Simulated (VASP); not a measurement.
## Br: single point with r2SCAN

The system is Br.

```
Br
1.0
    -1.28677    1.72000    3.57799
     1.28677   -1.72000    3.57799
     1.28677    1.72000   -3.57799
Br
1
Direct
  0.00000 0.00000 0.00000
```

```json
{
 "Program": "VASP 6.6.1",
 "Task": "single point",
 "Functional": "r2SCAN",
 "Potentials or basis": "VASP PAW PBE potentials, release 64 (Br)",
 "Cutoff": "520 eV",
 "k mesh": "8 × 8 × 8",
 "Occupations": "gaussian, width 0.1 eV",
 "Spin": "no spin polarisation"
}
```

```json
{
 "Pressure": "-0.1 GPa",
 "Band gap on the k mesh": "zero (an odd number of electrons rules out a gap without spin polarisation)"
}
```

Stress tensor (GPa, compression positive):
```
-0.21  0.00  0.00
 0.00 -0.04  0.00
 0.00  0.00 -0.01
```

Levels at points of the mesh, in eV from the Fermi level:
```
           k point  band 1  band 2  band 3  band 4  band 5  band 6
(0.00, 0.00, 0.00)  -16.32   -1.92   -1.16    4.33    6.07   10.05
(0.50, 0.00, 0.00)  -15.83   -4.22   -2.27    4.49    7.10   13.37
(0.00, 0.50, 0.00)  -13.17   -6.19   -0.39    0.87    8.22   12.35
(0.50, 0.50, 0.00)  -12.79   -5.80   -1.45   -0.02    7.23    9.29
(0.50, 0.50, 0.50)  -16.11   -3.82   -1.40    4.22    8.02   12.35
```

Wall time 81 s on 1 thread of AMD EPYC 9R45 96-Core Processor (Zen 5), on a shared host, peak memory 0.16 GiB.

Caveat: the PAW data sets were made with another functional, which shifts forces and pressure a little; an odd number of electrons without spin polarisation forces a metal; a magnetic or distorted state may lie lower.
